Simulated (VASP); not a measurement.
Here is a VASP 6.6.1 calculation.

INCAR

```
PREC     = Accurate       # precision mode
ENCUT    = 750            # plane-wave cutoff, eV
EDIFF    = 1E-6           # SCF threshold, eV
ISMEAR   = 0              # smearing method
SIGMA    = 0.01           # smearing width, eV
LREAL    = F              # projectors in reciprocal space
LASPH    = T              # aspherical terms in the spheres
NELM     = 120            # most SCF steps
ALGO     = Normal         # electronic algorithm
ISIF     = 2              # what is computed and relaxed
LWAVE    = F              # write WAVECAR
LCHARG   = F              # write CHGCAR
GGA      = PS             # functional
NBANDS   = 13             # bands
GGA_COMPAT= F
```

Contents of KPOINTS:

```
Automatic mesh
0
Gamma
  8 8 8
```

POSCAR

```
Li2S
1.0
    2.8273111141      2.8273111141      0.0000000000
   -2.8273111141      2.8273111141      0.0000000000
    0.0000000000      2.8273111141      2.8273111141
Li S
2 1
Direct
    0.2500000000      0.7500000000      0.5000000000
    0.7500000000      0.2500000000      0.5000000000
    0.0000000000      0.0000000000      0.0000000000
```

Potentials or basis: VASP PAW PBE potentials, release 64 (Li_sv, S).

Command:

```sh
$ cat potpaw_PBE.64/Li_sv/POTCAR potpaw_PBE.64/S/POTCAR > POTCAR
$ mpirun -np 1 vasp_std > vasp.out
```

Problem. What does it give for the band gap on the k mesh?

Solution. 3.20 eV, indirect (least direct gap 4.22 eV).

Problem. What does it give for the pressure?

Solution. 0.0 GPa.

Caveat: the PAW data sets were made with another functional, which shifts forces and pressure a little. As with any semilocal functional, this PBEsol gap is likely too small.
